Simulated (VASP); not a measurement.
V, 1 atom in the cell. The structure is cubic, space group Fm-3m (No. 225). The conventional cell has a = 3.790 Å, b = 3.790 Å, c = 3.790 Å, α = 90.00°, β = 90.00°, γ = 90.00°. V (site symmetry m-3m) has 12 V at 2.68 Å within 3.5 Å. 

```yaml
Program: VASP 6.6.1
Task: single point
Functional: PBE
Potentials_or_basis: VASP PAW PBE potentials, release 64 (V_sv)
Cutoff: 520 eV
k_mesh: 8 × 8 × 8
Occupations: gaussian, width 0.1 eV
Spin: collinear spin, ferromagnetic start
Starting_moments: "[2.0] μB"
Dipole_correction: no
Further_INCAR_settings: ALGO = Normal; EDIFF = 1e-07; NBANDS = 16
```

Potentials or basis: VASP PAW PBE potentials, release 64 (V_sv).

The run is started by

```console
$ cat potpaw_PBE.64/V_sv/POTCAR > POTCAR
$ mpirun -np 1 vasp_std > vasp.out
```

Hardware: 1 thread of Intel(R) Xeon(R) 6975P-C (Granite Rapids), on a shared host.

How long does it take, and how much memory?

Run time: 6.9 s on 1 thread of Intel(R) Xeon(R) 6975P-C (Granite Rapids) (shared host), peak memory 0.13 GiB. Counts: scf iterations 16, k points 29.
